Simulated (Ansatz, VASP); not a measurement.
One calculation of BiTe, two programs

INCAR

```
ALGO = Normal
EDIFF = 1E-6
ENCUT = 520
GGA = PE
ISIF = 2
ISMEAR = -1
LASPH = T
LCHARG = T
LELF = T
LREAL = F
LVHAR = T
LWAVE = F
NBANDS = 18
NELM = 80
PREC = Accurate
SIGMA = 0.15
```

The input KPOINTS:

```
k-points
0
Gamma
  12 12 12
```

POSCAR

```
BiTe
1.0
    0.0000000000      3.2330341452      3.2330341452
    3.2330341452      0.0000000000      3.2330341452
    3.2330341452      3.2330341452      0.0000000000
Bi Te
1 1
Direct
    0.0000000000      0.0000000000      0.0000000000
    0.5000000000      0.5000000000      0.5000000000
```

Input for Ansatz:

```yaml
crystal:
  lattice:
    - [0.0, 3.2330341452, 3.2330341452]
    - [3.2330341452, 0.0, 3.2330341452]
    - [3.2330341452, 3.2330341452, 0.0]
  atoms:
    - { symbol: Bi, position: [0.0, 0.0, 0.0] }
    - { symbol: Te, position: [0.5, 0.5, 0.5] }
basis:
  ecutwfc: 420
kpoints:
  mp_grid: { grid: [12, 12, 12] }
hamiltonian:
  xc: pbe
scf:
  occupations: { method: fermi_dirac, width: 0.15 }
output:
  forces: true
  stress: true
  eigenvalues: true
```

Alike in both runs: task single point; functional PBE; k mesh 12 × 12 × 12; occupations fermi-dirac, width 0.15 eV; no spin polarisation.

|  | VASP | Ansatz |
| --- | --- | --- |
| version | VASP 6.6.1 | Ansatz 0.2.0 |
| potentials or method | VASP PAW PBE potentials, release 64 (Bi_d, Te), cutoff 520 eV | scalar-relativistic, plane waves, PAW |
| valence electrons in the cell | 21 | 31 |

|  | VASP | Ansatz | Ansatz less VASP |
| --- | --- | --- | --- |
| gap on the k mesh at the Fermi level (eV) | none | none | - |
| pressure (GPa) | 0.9 | 1.0 | +0.08 |

A gap of «none» marks a metal or a gap that the smearing closes. VASP's potentials hold 21 valence electrons a cell and Ansatz's 31, so a difference there can come from the potentials and not from the codes.

Spin-orbit coupling is off throughout.
